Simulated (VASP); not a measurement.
**Al4AsN3: single point with PBE**

Al4AsN3:

```xyz
8
Lattice="5.3251 0.0000 0.0300 0.0000 3.3150 0.0000 0.0317 0.0000 5.8250" Properties=species:S:1:pos:R:3 pbc="T T T"
N    -0.0338    0.0000    1.8385
N     0.0180    1.6575    4.9612
N     2.6082    1.6575    1.0028
As    2.7289    0.0000    3.8414
Al    1.8827    0.0000    1.6983
Al    1.8782    1.6575    5.1406
Al    4.5762    1.6575    0.9977
Al    5.1063    0.0000    3.9244
```

```yaml
Program: VASP 6.6.1
Task: single point
Functional: PBE
Potentials_or_basis: VASP PAW PBE potentials, release 64 (N, As, Al)
Cutoff: 520 eV
k_mesh: 6 × 8 × 4
Occupations: fermi-dirac, width 0.02 eV
Spin: non-collinear spin, zero start, spin-orbit coupling
Starting_moments: "[[0.0, 0.0, 0.0], [0.0, 0.0, 0.0], [0.0, 0.0, 0.0], [0.0, 0.0, 0.0], [0.0, 0.0, 0.0], [0.0, 0.0, 0.0], [0.0, 0.0, 0.0], [0.0, 0.0, 0.0]] μB"
```

```yaml
Pressure: 3.6 GPa
Largest_force: 0.220 eV/Å
Net_moment: 0.00 μB per cell
Valence_electrons_inside_the_program's_atomic_spheres: N 3.73, 3.78, 3.81; As 3.13; Al 0.79, 0.89, 0.71 (each value once)
```

Forces on the atoms (eV/Å):
```
N   -0.102  0.000  0.027
N   -0.168  0.000 -0.015
N    0.125  0.000  0.133
As   0.180  0.000 -0.126
Al  -0.062  0.000 -0.175
Al  -0.118  0.000  0.170
Al   0.004  0.000  0.016
Al   0.142  0.000 -0.030
```

Stress tensor (GPa, compression positive):
```
4.03 0.00 0.07
0.00 3.20 0.00
0.07 0.00 3.69
```

Moments on the atoms (μB; x, y, z):
```
N   0.00 0.00 0.00
N   0.00 0.00 0.00
N   0.00 0.00 0.00
As  0.00 0.00 0.00
Al  0.00 0.00 0.00
Al  0.00 0.00 0.00
Al  0.00 0.00 0.00
Al  0.00 0.00 0.00
```

Run time: 9.1 min on 2 MPI ranks on Intel(R) Xeon(R) 6975P-C (Granite Rapids), on a shared host, peak memory 1 GiB a rank.

Caveat: the cell stands under pressure.
